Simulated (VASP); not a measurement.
# O (Fmmm) in VASP: notebook

The runs below take O through single point, with PBE, BLYP.

Everything below comes from runs of VASP 6.6.1. Logs are shortened: lines on timing, memory, paths and dates and some standing lists are left out, and cuts for length are marked.

## Step 1: The cell of the first run

The structure is orthorhombic, space group Fmmm (No. 69). Conventional cell: a = 2.625 Å, b = 3.743 Å, c = 5.940 Å, α = 90.00°, β = 90.00°, γ = 90.00°. Within 1.4 Å of O (site symmetry mm2) lie 1 O at 1.03 Å.

## Step 2: Single point, PBE

INCAR

```
SYSTEM = O
PREC = Accurate
ENCUT = 600
EDIFF = 1E-6
ISMEAR = 0
SIGMA = 0.1
LREAL = .False.
LASPH = .True.
NELM = 120
ALGO = Normal
ISIF = 2
LWAVE = .False.
LCHARG = .False.
GGA = PE
NBANDS = 13
GGA_COMPAT = .False.
```

KPOINTS

```
regular mesh
0
Gamma
  6 6 6
  0 0 0
```

POSCAR

```
O
1.0
    0.0000000000      1.8713020789      2.9699057002
    1.3126328810      0.0000000000      2.9699057002
    1.3126328810      1.8713020789      0.0000000000
O
2
Direct
    0.0871000000      0.0871000000      0.9129000000
    0.9129000000      0.9129000000      0.0871000000
```

Potentials or basis: VASP PAW PBE potentials, release 64 (O).

Run with:

```bash
$ cat potpaw_PBE.64/O/POTCAR > POTCAR
$ mpirun -np 1 vasp_std > vasp.out
```

OUTCAR:

```text
SYSTEM = O
   PREC = Accurate
   ENCUT = 600
   EDIFF = 1E-6
   ISMEAR = 0
   LREAL = .False.
   LASPH = .True.
   NELM = 120
   ISIF = 2
   GGA = PE

 ion  position               nearest neighbor table
   1  0.087  0.087  0.913-   2 1.03
   2  0.913  0.913  0.087-   1 1.03

  LATTYP: Found a face centered orthorhombic cell.
 ALAT       =     2.6252657620
 B/A-ratio  =     1.4256096324
 C/A-ratio  =     2.2625562282

  Lattice vectors:

 A1 = (   0.0000000000,   1.8713020789,   2.9699057002)
 A2 = (   1.3126328810,   0.0000000000,   2.9699057002)
 A3 = (   1.3126328810,   1.8713020789,   0.0000000000)

Analysis of symmetry for initial positions (statically):
=====================================================================
 Subroutine PRICEL returns:
 Original cell was already a primitive cell.

 Routine SETGRP: Setting up the symmetry group for a
 face centered orthorhombic supercell.

 Subroutine GETGRP returns: Found  8 space group operations
 (whereof  8 operations were pure point group operations)
 out of a pool of  8 trial point group operations.

The static configuration has the point symmetry D_2h.

Analysis of symmetry for dynamics (positions and initial velocities):
=====================================================================
 Subroutine PRICEL returns:
 Original cell was already a primitive cell.

 Routine SETGRP: Setting up the symmetry group for a
 face centered orthorhombic supercell.

 Subroutine GETGRP returns: Found  8 space group operations
 (whereof  8 operations were pure point group operations)
 out of a pool of  8 trial point group operations.

The dynamic configuration has the point symmetry D_2h.

 Subroutine INISYM returns: Found  8 space group operations
 (whereof  8 operations are pure point group operations),
 and found     1 'primitive' translations

----------------------------------------------------------------------------------------

                                     Primitive cell

  volume of cell :      14.5902

  direct lattice vectors                    reciprocal lattice vectors
     0.000000000  1.871302079  2.969905700    -0.380913816  0.267193633  0.168355514
     1.312632881  0.000000000  2.969905700     0.380913816 -0.267193633  0.168355514
     1.312632881  1.871302079  0.000000000     0.380913816  0.267193633 -0.168355514

  length of vectors
     3.510286504  3.247051732  2.285777012     0.494804357  0.494804357  0.494804357

  position of ions in fractional coordinates (direct lattice)
     0.087100000  0.087100000  0.912900000
     0.912900000  0.912900000  0.087100000

  ion indices of the primitive-cell ions
   primitive index   ion index
                 1           1
                 2           2

----------------------------------------------------------------------------------------

 KPOINTS: regular mesh

Automatic generation of k-mesh.
 Grid dimensions read from file:
 generate k-points for:    6    6    6

 Generating k-lattice:

  Cartesian coordinates                     Fractional coordinates (reciprocal lattice)
    -0.063485636  0.044532272  0.028059252     0.166666667 -0.000000000 -0.000000000
     0.063485636 -0.044532272  0.028059252     0.000000000  0.166666667  0.000000000
     0.063485636  0.044532272 -0.028059252     0.000000000  0.000000000  0.166666667

  Length of vectors
     0.082467393  0.082467393  0.082467393

  Shift w.r.t. Gamma in fractional coordinates (k-lattice)
     0.000000000  0.000000000  0.000000000

 Subroutine IBZKPT returns following result:
 ===========================================

 Found     46 irreducible k-points:

 Following reciprocal coordinates:
            Coordinates               Weight
  0.000000  0.000000  0.000000      1.000000
  0.166667 -0.000000  0.000000      8.000000
  0.333333 -0.000000  0.000000      8.000000
  0.500000  0.000000  0.000000      4.000000
  0.166667  0.166667  0.000000      2.000000
  0.333333  0.166667 -0.000000      8.000000
[... 16 lines left out ...]
 -0.166667  0.166667  0.166667      8.000000
  0.500000  0.333333  0.166667      4.000000
 [... further k-points ...]
   k-points           NKPTS =     46   k-points in BZ     NKDIM =     46   number of bands    NBANDS=     13
   number of dos      NEDOS =    301   number of ions     NIONS =      2
   total plane-waves  NPLWV =  14112
   dimension x,y,z NGX =    28 NGY =   28 NGZ =   18
   dimension x,y,z NGXF=    56 NGYF=   56 NGZF=   36
   ions per type =               2
   NGX,Y,Z   is equivalent  to a cutoff of  13.26, 14.34, 13.09 a.u.
   NGXF,Y,Z  is equivalent  to a cutoff of  26.52, 28.67, 26.18 a.u.
 SYSTEM =  O
   PREC   = accura    normal or accurate (medium, high low for compatibility)
   ISTART =      0    job   : 0-new  1-cont  2-samecut
   ICHARG =      2    charge: 1-file 2-atom 10-const
   ISPIN  =      1    spin polarized calculation?
   LNONCOLLINEAR =      F non collinear calculations
   LSORBIT =      F    spin-orbit coupling
   LASPH  =      T    aspherical Exc in radial PAW
   ENCUT  =  600.0 eV  44.10 Ry    6.64 a.u.   7.01  6.49  4.57*2*pi/ulx,y,z
   NELM   =    120;   NELMIN=  2; NELMDL= -5     # of ELM steps
   EDIFF  = 0.1E-05   stopping-criterion for ELM
   LREAL  =      F    real-space projection
   EDIFFG = 0.1E-04   stopping-criterion for IOM
   NSW    =      0    number of steps for IOM
   IBRION =     -1    ionic relax: 0-MD 1-quasi-New 2-CG
   NFREE  =      0    steps in history (QN), initial steepest desc. (CG)
   ISIF   =      2    stress and relaxation
   ISYM   =      2    0-nonsym 1-usesym 2-fastsym
   POTIM  = 0.5000    time-step for ionic-motion
   TEBEG  =    0.0;   TEEND  =   0.0 temperature during run
   PSTRESS=    0.0 pullay stress
   NELECT =      12.0000    total number of electrons
   NUPDOWN=      -1.0000    fix difference up-down
   EMIN   =  10.00;   EMAX   =-10.00  energy-range for DOS
   EFERMI =   0.00;   METHOD = LEGACY
   ISMEAR =     0;   SIGMA  =   0.10  broadening in eV -4-tet -1-fermi 0-gaus
   EFERMI_NEDOS =   21; number of points for ismear=-14 and -15
   IALGO  =     38    algorithm
   IMIX   =      4    mixing-type and parameters
     AMIX     =   0.40;   BMIX     =  1.00
     AMIX_MAG =   1.60;   BMIX_MAG =  1.00
  volume/ion in A,a.u.               =       7.30        49.23
  Fermi-wavevector in a.u.,A,eV,Ry     =   1.533847  2.898550 32.010234  2.352686
  Thomas-Fermi vector in A             =   2.640857
   LORBIT       =      0    0 simple, 1 ext, 2 COOP (PROOUT), +10 PAW based schemes
   GGA     = PE    functional components
   LHFCALC =     F    Hartree Fock is set to
   AEXX    =    0.0000 exact exchange contribution
   IVDW    =     0    specifies the selected vdW correction
   LEPSILON=     F    determine dielectric tensor
   LRPA    =     F    only Hartree local field effects (RPA)
 non-spin polarized calculation
 Gauss-broadening in eV      SIGMA  =   0.10
  energy-cutoff  :      600.00
  volume of cell :       14.59
 maximum number of plane-waves:       501
   NGX = 15   NGY = 13   NGZ =  9

 number of electron      11.9999997 magnetization

 Free energy of the ion-electron system (eV)
  ---------------------------------------------------
  ext. energy  EPLUGINS =         0.00000000
  ---------------------------------------------------
  free energy    TOTEN  =        -6.80510269 eV

  energy without entropy =       -6.79849334  energy(sigma->0) =       -6.80179801

 E-fermi :   6.0932     XC(G=0): -11.8432

 val. band max:        6.0824309789   @ k =  -0.1667   0.1667   0.1667
 cond. band min:       6.1229340010   @ k =   0.1667  -0.0000   0.0000
 fundamental gap:      0.0405030221
 Fermi energy:         6.0932318325

 k-point     1 :       0.0000    0.0000    0.0000
  band No.  band energies     occupation
      1     -28.5735      2.00000
      2      -8.4042      2.00000
      3      -7.0759      2.00000
      4      -3.1174      2.00000
      5      -2.6133      2.00000
      6       6.9870      0.00000
      7       7.9484      0.00000
      8      17.0406      0.00000
      9      21.6724      0.00000
     10      23.4608      0.00000
     11      27.8978      0.00000
     12      32.0310      0.00000
     13      33.8991      0.00000

 k-point     2 :       0.1667   -0.0000    0.0000
  band No.  band energies     occupation
      1     -28.3415      2.00000
      2      -8.7264      2.00000
      3      -6.5380      2.00000
      4      -3.6122      2.00000
      5      -2.8937      2.00000
      6       6.1229      0.67445
      7       7.6396      0.00000
      8      18.2519      0.00000
      9      22.0417      0.00000
     10      23.3543      0.00000
     11      26.3544      0.00000
     12      31.4967      0.00000
     13      32.9188      0.00000

 k-point     3 :       0.3333   -0.0000    0.0000
  band No.  band energies     occupation
      1     -27.8460      2.00000
      2      -8.8522      2.00000
      3      -6.8946      2.00000
      4      -3.8463      2.00000
      5      -3.1120      2.00000
      6       4.3141      2.00000
      7       7.5351      0.00000
      8      19.7065      0.00000
      9      21.5519      0.00000
     10      24.5446      0.00000
     11      24.7323      0.00000
     12      28.5671      0.00000
     13      34.2775      0.00000

 k-point     4 :       0.5000    0.0000    0.0000
  band No.  band energies     occupation
      1     -27.5806      2.00000
      2      -8.8618      2.00000
      3      -7.3797      2.00000
      4      -3.7219      2.00000
      5      -3.2140      2.00000
      6       3.6038      2.00000
      7       7.5324      0.00000
      8      19.8300      0.00000
      9      20.7209      0.00000
     10      25.2808      0.00000
     11      26.0915      0.00000
     12      26.8041      0.00000
     13      34.8967      0.00000

 k-point     5 :       0.1667    0.1667    0.0000
  band No.  band energies     occupation
      1     -28.5350      2.00000
      2      -9.8508      2.00000
      3      -5.3959      2.00000
      4      -3.2044      2.00000
      5      -2.6258      2.00000
      6       7.2288      0.00000
      7       7.9879      0.00000
      8      16.6279      0.00000
      9      21.3192      0.00000
     10      23.0610      0.00000
     11      27.2181      0.00000
     12      33.8917      0.00000
     13      35.1745      0.00000
[... 257 lines left out ...]
 k-point    22 :      -0.3333    0.1667    0.1667
  band No.  band energies     occupation
      1     -27.4615      2.00000
      2      -8.6748      2.00000
      3      -7.3018      2.00000
      4      -4.5340      2.00000
      5      -2.7029      2.00000
      6       3.7756      2.00000
      7       6.6243      0.00000
      8      19.7683      0.00000
      9      22.4337      0.00000
     10      23.6644      0.00000
     11      26.1394      0.00000
     12      27.1796      0.00000
     13      32.8899      0.00000

 k-point    23 :      -0.1667    0.1667    0.1667
  band No.  band energies     occupation
      1     -27.6099      2.00000
      2      -8.1782      2.00000
      3      -7.2340      2.00000
      4      -4.7153      2.00000
      5      -3.0172      2.00000
      6       4.0217      2.00000
      7       6.0824      1.12140
      8      20.5504      0.00000
      9      22.7479      0.00000
     10      24.2743      0.00000
     11      26.0898      0.00000
     12      27.2482      0.00000
     13      32.4814      0.00000

 k-point    24 :       0.5000    0.3333    0.1667
  band No.  band energies     occupation
      1     -28.1435      2.00000
      2     -10.5755      2.00000
      3      -4.7395      2.00000
      4      -3.8983      2.00000
      5      -2.3730      2.00000
      6       6.8191      0.00000
      7       7.3052      0.00000
      8      17.3950      0.00000
      9      19.8864      0.00000
     10      24.7383      0.00000
     11      27.6975      0.00000
     12      28.3007      0.00000
     13      33.7577      0.00000

 [... further k-points ...]
[... 5 lines left out ...]
  --------------------------------------------------------------------------------------
  -------------------------------------------------------------------------------------
  Total        2.2688633      1.5908766     34.6656322      0.0000000      0.0000000      0.0000000
  in kB      249.1489617    174.6977220   3806.7107033      0.0000000      0.0000000      0.0000000
  external PRESSURE =    1410.1857957 kB  Pullay stress =       0.0000000 kB

 VOLUME and BASIS-vectors are now :
 -----------------------------------------------------------------------------
  energy-cutoff  :      600.00
  volume of cell :       14.59
      direct lattice vectors                 reciprocal lattice vectors
     0.000000000  1.871302079  2.969905700    -0.380913816  0.267193633  0.168355514
     1.312632881  0.000000000  2.969905700     0.380913816 -0.267193633  0.168355514
     1.312632881  1.871302079  0.000000000     0.380913816  0.267193633 -0.168355514

 POSITION                                       TOTAL-FORCE (eV/Angst)
 -----------------------------------------------------------------------------------
      1.31263      1.87130      0.51736         0.000000      0.000000     29.088426
      1.31263      1.87130      5.42245         0.000000      0.000000    -29.088426
 -----------------------------------------------------------------------------------
    total drift:                                0.000000      0.000000     -0.000000

  FREE ENERGIE OF THE ION-ELECTRON SYSTEM (eV)
  ---------------------------------------------------
  free  energy   TOTEN  =        -6.8051026863 eV

  energy  without entropy=       -6.7984933384  energy(sigma->0) =       -6.80179801
```

It took 6.6 s on 1 thread of AMD EPYC 9R45 (Zen 5), shared host; peak memory 0.1 GiB.

What came out:

* Free energy: -6.8051 eV
* Pressure: 141.0 GPa
* Largest force: 29.088 eV/Å
* Band gap on the k mesh: zero (bands 6 and 7 overlap by 2.99 eV)

Forces on the atoms (eV/Å):
```
O     0.000   0.000  29.088
O     0.000   0.000 -29.088
```

Caveat: the k points lie up to 0.52 Å⁻¹ apart, too coarse for converged energies and pressures of a metal; the standard files for N, O and F lose accuracy on very short bonds; spin is off for a triplet molecule; this functional lacks dispersion, which holds the molecules together, so the pressure and a relaxed volume are unreliable; forces of over 1 eV/Å act on the atoms, so gaps and moduli don't describe the material at rest.

## Step 3: Single point, BLYP

This run uses another cell than the first one, of 9.64 Å³/atom.

INCAR

```
SYSTEM = O
AGGAC    = 1.0          
AGGAX    = 1.0          
ALDAC    = 0.0          
ALDAX    = 1.0          
ALGO     = Normal         ! electronic algorithm
EDIFF    = 1E-6           ! SCF threshold, eV
ENCUT    = 600            ! plane-wave cutoff, eV
GGA      = B5             ! functional
GGA_COMPAT= .FALSE.      
ISIF     = 2              ! what is computed and relaxed
ISMEAR   = 0              ! smearing method
LASPH    = .TRUE.         ! aspherical terms in the spheres
LCHARG   = .FALSE.        ! write CHGCAR
LREAL    = .FALSE.        ! projectors in reciprocal space
LWAVE    = .FALSE.        ! write WAVECAR
NBANDS   = 13             ! bands
NELM     = 120            ! most SCF steps
PREC     = Accurate       ! precision mode
SIGMA    = 0.1            ! smearing width, eV
```

KPOINTS

```
k-points
0
G
  6 6 6
  0 0 0
```

POSCAR

```
O
1.0
    0.0000000000      2.0534862426      3.2590465036
    1.4404267452      0.0000000000      3.2590465036
    1.4404267452      2.0534862426      0.0000000000
O
2
Direct
    0.0871000000      0.0871000000      0.9129000000
    0.9129000000      0.9129000000      0.0871000000
```

Potentials or basis: VASP PAW PBE potentials, release 64 (O).

Run with:

```bash
$ cat potpaw_PBE.64/O/POTCAR > POTCAR
$ mpirun -np 1 vasp_std > vasp.out
```

Wall time 12 s (1 thread of AMD EPYC 9R45 (Zen 5), shared host); peak memory 0.11 GiB.

Results (log left out):

```yaml
Free_energy: -8.3847 eV
Pressure: 37.3 GPa
Largest_force: 9.868 eV/Å
Band_gap_on_the_k_mesh: zero (bands 6 and 7 overlap by 1.88 eV)
```

Forces on the atoms (eV/Å):
```
O    0.000  0.000  9.868
O    0.000  0.000 -9.868
```

Stress tensor (GPa, compression positive):
```
  3.93   0.00   0.00
  0.00  -2.60   0.00
  0.00   0.00 110.48
```

Levels at points of the mesh, in eV from the Fermi level:
```csv
k point,band 4,band 5,band 6,band 7,band 8,band 9
"(0.00, 0.00, 0.00)",-7.13,-6.80,0.56,1.18,9.82,12.92
"(0.50, 0.00, 0.00)",-8.22,-7.20,-1.64,0.91,11.39,14.22
"(0.50, 0.50, 0.00)",-7.37,-6.83,1.18,1.26,9.21,9.38
"(0.50, 0.00, 0.50)",-8.42,-8.36,-1.01,-0.64,12.00,13.11
"(0.00, 0.50, 0.50)",-8.69,-6.93,-2.42,0.28,11.29,11.72
```

Caveat: the k points lie up to 0.47 Å⁻¹ apart, too coarse for converged energies and pressures of a metal; the standard files for N, O and F lose accuracy on very short bonds; spin is off for a triplet molecule; this functional lacks dispersion, which holds the molecules together, so the pressure and a relaxed volume are unreliable; the PAW data sets were made with another functional, which shifts forces and pressure a little.
